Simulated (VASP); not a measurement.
Here is a VASP 6.6.1 calculation.

Contents of INCAR:

```
SYSTEM = N
PREC = Accurate ; ENCUT = 520
EDIFF = 1E-7 ; ISMEAR = 0
SIGMA = 0.01 ; LREAL = .FALSE.
LASPH = .TRUE. ; NELM = 60
ALGO = Normal ; ISIF = 2
LWAVE = .FALSE. ; LCHARG = .FALSE.
GGA = PE ; IVDW = 12
NBANDS = 12
```

Contents of KPOINTS:

```
regular mesh
0
G
  1 1 1
  0 0 0
```

File POSCAR:

```
N
1.0
    9.6000000000      0.0000000000      0.0000000000
    0.0000000000      9.8000000000      0.0000000000
    0.0000000000      0.0000000000     10.0000000000
N
2
Direct
    0.5331435157      0.5324667617      0.5318178379
    0.4668564843      0.4675332383      0.4681821621
```

Potentials or basis: VASP PAW PBE potentials, release 64 (N).

The run is started by

```console
$ cat potpaw_PBE.64/N/POTCAR > POTCAR
$ mpirun -np 1 vasp_gam > vasp.out
```

What does it give for the gap between the frontier levels?

8.20 eV.

Predict the dispersion energy per atom.

-0.006 eV.

Forces on the atoms (eV/Å):
```
N    0.998  0.998  0.998
N   -0.998 -0.998 -0.998
```

Caveat: the standard files for N, O and F lose accuracy on very short bonds.
